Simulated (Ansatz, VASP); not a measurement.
# Os2Rh in VASP and in Ansatz

```
Os Rh
1.0
    -1.35659    1.92166    4.08584
     1.35659   -1.92166    4.08584
     1.35659    1.92166   -4.08584
Os Rh
2 1
Direct
  0.67116 0.67116 0.00000
  0.32884 0.32884 0.00000
  0.00000 0.00000 0.00000
```

Alike in both runs: functional PBE; k mesh 8 × 8 × 8; occupations gaussian, width 0.1 eV; no spin polarisation.

Ansatz relaxed the structure, and its values are those at the end. VASP's run is a single point on that final structure, the one shown.

|  | VASP | Ansatz |
| --- | --- | --- |
| version | VASP 6.6.1 | Ansatz 0.2.0 |
| potentials or method | VASP PAW PBE potentials, release 64 (Os, Rh_pv), cutoff 520 eV | scalar-relativistic, plane waves, PAW |
| valence electrons in the cell | 31 | 49 |

|  | VASP | Ansatz | Ansatz less VASP |
| --- | --- | --- | --- |
| gap on the k mesh at the Fermi level (eV) | none | none | - |
| pressure (GPa) | -0.1 | 0.0 | +0.09 |
| rms of the force components (eV/Å) | 0.016 | 0.009 | -0.0066 |

A gap of «none» marks a metal or a gap that the smearing closes. VASP's potentials hold 31 valence electrons a cell and Ansatz's 49, so a difference there can come from the potentials and not from the codes.

Spin-orbit coupling is off throughout.
